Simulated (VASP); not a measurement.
Wanted: the native input for a VASP 6.6.1 run.

```yaml
Task: electric field gradients
Functional: PBEsol
Potentials_or_basis: VASP PAW PBE potentials, release 64 (Al, As)
Cutoff: 400 eV
k_mesh: 10 × 10 × 10
Occupations: fermi-dirac, width 0.05 eV
Spin: no spin polarisation
Dipole_correction: no
Further_INCAR_settings: ALGO = Normal; EDIFF = 1e-08; NBANDS = 11
```

The structure of AlAs lies in POSCAR:

```
AlAs
1.0
    0.0000000000      2.8398033913      2.8398033913
    2.8398033913      0.0000000000      2.8398033913
    2.8398033913      2.8398033913      0.0000000000
Al As
1 1
Direct
    0.0000000000      0.0000000000      0.0000000000
    0.7500000000      0.7500000000      0.7500000000
```

This cell differs from its parent crystal: volume scaled by 1.01.

These files were run (other wordings do the same):

INCAR

```
  PREC = Accurate
  ENCUT = 400
  EDIFF = 1E-8
  ISMEAR = -1
  SIGMA = 0.05
  LREAL = False
  LASPH = True
  NELM = 120
  ALGO = Normal
  ISIF = 2
  LWAVE = False
  LCHARG = False
  GGA = PS
  LEFG = True
  NBANDS = 11
  GGA_COMPAT = False
```

KPOINTS

```
regular mesh
0
Gamma
  10 10 10
```

Potentials or basis: VASP PAW PBE potentials, release 64 (Al, As).

Launch:

```sh
$ cat potpaw_PBE.64/Al/POTCAR potpaw_PBE.64/As/POTCAR > POTCAR
$ mpirun -np 1 vasp_std > vasp.out
```

It gave:

- Pressure: 0.1 GPa
- Band gap on the k mesh: 1.34 eV, indirect (least direct gap 1.90 eV)

Caveat: without QUAD_EFG the Cq values of the log hold for a quadrupole moment of 1 mb, not for the nuclei; the PAW data sets were made with another functional, which shifts forces and pressure a little.

Wall time 8.8 s on 1 thread of Intel(R) Xeon(R) 6975P-C (Granite Rapids), with other jobs on the host, peak memory 0.16 GiB.
